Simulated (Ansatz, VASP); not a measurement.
FeIr2: VASP beside Ansatz

```
Fe Ir
1.0
     0.00000    2.83440    2.83440
     2.83440    0.00000    2.83440
     2.83440    2.83440    0.00000
Fe Ir
1 2
Direct
  0.00000 0.00000 0.00000
  0.25000 0.25000 0.25000
  0.75000 0.75000 0.75000
```

Alike in both runs: functional PBE; k mesh 6 × 6 × 6; occupations gaussian, width 0.1 eV; collinear spin.

Ansatz relaxed the structure, and its values are those at the end. VASP's run is a single point on that final structure, the one shown.

```csv
,VASP,Ansatz
version,VASP 6.6.1,Ansatz 0.2.0
potentials or method,"VASP PAW PBE potentials, release 64 (Fe, Ir), cutoff 520 eV","scalar-relativistic, plane waves, PAW"
valence electrons in the cell,26,50
```

|  | VASP | Ansatz | Ansatz less VASP |
| --- | --- | --- | --- |
| gap on the k mesh at the Fermi level (eV) | none | none | - |
| pressure (GPa) | -0.1 | 0.1 | +0.15 |
| net moment per atom (μB) | 0.75 | 0.75 | -0.002 |
| size of the moment on the site where the two differ most (μB) | 0.10 | 0.13 | +0.024 |

Site moments also hang on the region over which each program counts them. A gap of «none» marks a metal or a gap that the smearing closes. VASP's potentials hold 26 valence electrons a cell and Ansatz's 50, so a difference there can come from the potentials and not from the codes.

Neither program's run includes spin-orbit coupling.
